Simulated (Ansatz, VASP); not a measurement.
**Two plane-wave programs on CdSe**

The input POSCAR:

```
CdSe
1.0
    4.2756128119      0.0000000000      0.0000000000
   -2.1378064059      3.7027893119      0.0000000000
    0.0000000000      0.0000000000      6.9704962865
Cd Se
2 2
Direct
    0.3333333333      0.6666666667     -0.0004760039
    0.6666666667      0.3333333333      0.4995239961
    0.3333333333      0.6666666667      0.3754760039
    0.6666666667      0.3333333333      0.8754760039
```

INCAR.step1

```
PREC = Accurate
ENCUT = 520
ISMEAR = 0
SIGMA = 0.01
LREAL = F
LASPH = T
NELM = 100
NBANDS = 26
GGA = PE
ALGO = Normal
EDIFF = 1E-4
LWAVE = T
LCHARG = F
```

File INCAR.step2:

```
PREC = Accurate
ENCUT = 520
EDIFF = 1E-7
ISMEAR = 0
SIGMA = 0.01
LREAL = F
LASPH = T
NELM = 100
ALGO = Normal
ISIF = 2
LWAVE = F
LCHARG = F
METAGGA = R2SCAN
LMIXTAU = T
NBANDS = 26
ISTART = 1
```

File KPOINTS:

```
regular mesh
0
Gamma
  12 12 4
```

Input for Ansatz:

```yaml
crystal:
  lattice:
    - [4.2756128119, 0.0, 0.0]
    - [-2.1378064059, 3.7027893119, 0.0]
    - [0.0, 0.0, 6.9704962865]
  atoms:
    - { symbol: Cd, position: [0.3333333333, 0.6666666667, -0.0004760039] }
    - { symbol: Cd, position: [0.6666666667, 0.3333333333, 0.4995239961] }
    - { symbol: Se, position: [0.3333333333, 0.6666666667, 0.3754760039] }
    - { symbol: Se, position: [0.6666666667, 0.3333333333, 0.8754760039] }
kpoints:
  mp_grid: { grid: [12, 12, 4] }
  band_path:
    path:
      - [0.0, 0.0, 0.0]
      - [0.5, 0.0, 0.0]
      - [0.3333333333, 0.3333333333, 0.0]
      - [0.0, 0.0, 0.5]
      - [0.5, 0.0, 0.5]
      - [0.3333333333, 0.3333333333, 0.5]
    npoints: 1
hamiltonian:
  xc: r2scan
scf:
  occupations: { method: fixed }
  n_extra_bands: 5
output:
  forces: true
  stress: true
  eigenvalues: true
```

Change from the starting cell: hydrostatic strain -1.5%.

Alike in both runs: task single point; functional r2SCAN; k mesh 12 × 12 × 4; no spin polarisation.

|  | VASP | Ansatz |
| --- | --- | --- |
| version | VASP 6.6.1 | Ansatz 0.2.0 |
| potentials or method | VASP PAW PBE potentials, release 64 (Cd, Se) | plane waves, PAW |
| plane-wave cutoff (eV) | 520 | 500 |
| occupations | gaussian, width 0.01 eV | fixed |
| valence electrons in the cell | 36 | 72 |

|  | VASP | Ansatz | Ansatz less VASP |
| --- | --- | --- | --- |
| gap on the k mesh at the Fermi level (eV) | 1.20 | 1.21 | +0.009 |
| pressure (GPa) | 2.9 | 2.6 | -0.30 |

VASP's potentials were made for PBE, not for r2SCAN. VASP's potentials hold 36 valence electrons a cell and Ansatz's 72, so a difference there can come from the potentials and not from the codes.
